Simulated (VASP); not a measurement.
The system is Zr4Cl.

```
CELL_PARAMETERS angstrom
2.47148 1.42691 4.42834
-2.47148 1.42691 4.42834
0.00000 -2.85382 4.42834
ATOMIC_POSITIONS crystal
Zr 0.00000 0.00000 0.50000
Zr 0.50000 0.00000 0.00000
Zr 0.00000 0.50000 0.00000
Zr 0.00000 0.00000 0.00000
Cl 0.50000 0.50000 0.50000
```

The cell was generated, and may not be a known phase.

| Item | Value |
| --- | --- |
| Program | VASP 6.6.1 |
| Task | relaxation of cell and atoms |
| Functional | PBE |
| Potentials or basis | VASP PAW PBE potentials, release 64 (Zr_sv, Cl) |
| Cutoff | 600 eV |
| k mesh | 6 × 6 × 6 |
| Occupations | gaussian, width 0.1 eV |
| Spin | no spin polarisation |

At the start: pressure 51.3 GPa; volume 18.74 Å³/atom.

Problem. Where does the relaxation end?

Solution. Over 7 steps the energy falls by 1107.1 meV/atom and the volume is 28.64 Å³/atom (+52.8 %); space group R-3m (No. 166, to 0.1 Å) before and after.

The path:
```csv
step,energy change (eV),largest force (eV/Å),pressure (GPa),volume (Å³)
1,0.0000,0.0000,51.32,93.70
2,-3.5339,0.0000,-8.51,199.97
3,-5.5267,0.0000,0.19,142.59
4,-5.5260,0.0000,-0.17,143.70
5,-5.5304,0.0000,0.06,143.13
6,-5.5327,0.0000,0.42,142.25
7,-5.5353,0.0000,0.17,143.21
```

Final structure:
```
Zr Cl
1.0
     2.88828    1.66755    4.95552
    -2.88828    1.66755    4.95552
     0.00000   -3.33510    4.95552
Zr Cl
4 1
Direct
  0.00000 0.00000 0.50000
  0.50000 0.00000 0.00000
  0.00000 0.50000 0.00000
  0.00000 0.00000 0.00000
  0.50000 0.50000 0.50000
```

Caveat: the volume moved by over 15 % at a fixed basis, so the end points are rough.
